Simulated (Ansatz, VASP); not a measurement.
# C in VASP and in Ansatz

```
C
1.0
     0.00000    2.16872    3.41366
     1.25208    0.00000    3.41366
     1.25208    2.16872    0.00000
C
2
Direct
  0.16667 0.83333 0.16667
  0.83333 0.16667 0.83333
```

Change from the starting cell: volume scaled by 1.06, crystal datasets.

Alike in both runs: task electric field gradients; functional PBEsol; k mesh 18 × 18 × 18; occupations fermi-dirac, width 0.05 eV; no spin polarisation.

|  | VASP | Ansatz |
| --- | --- | --- |
| version | VASP 6.6.1 | Ansatz 0.2.0 |
| potentials or method | VASP PAW PBE potentials, release 64 (C), cutoff 520 eV | all-electron PAW with datasets made for the crystal, scalar-relativistic |

Ansatz gave:

```
pressure (GPa)                                                : -13.7
traceless stress, the component that is largest in VASP (GPa) : 14.91
size of Vzz on the site where it differs most (V/Å²)          : 23.6
```

**Question.** Estimate VASP's values.

**Answer.** Pressure (GPa): -13.0; traceless stress, the component that is largest in VASP (GPa): 14.20; size of Vzz on the site where it differs most (V/Å²): 28.6.

VASP's potentials were made for PBE, not for PBEsol. Ansatz ran all-electron here, and VASP with PAW potentials.
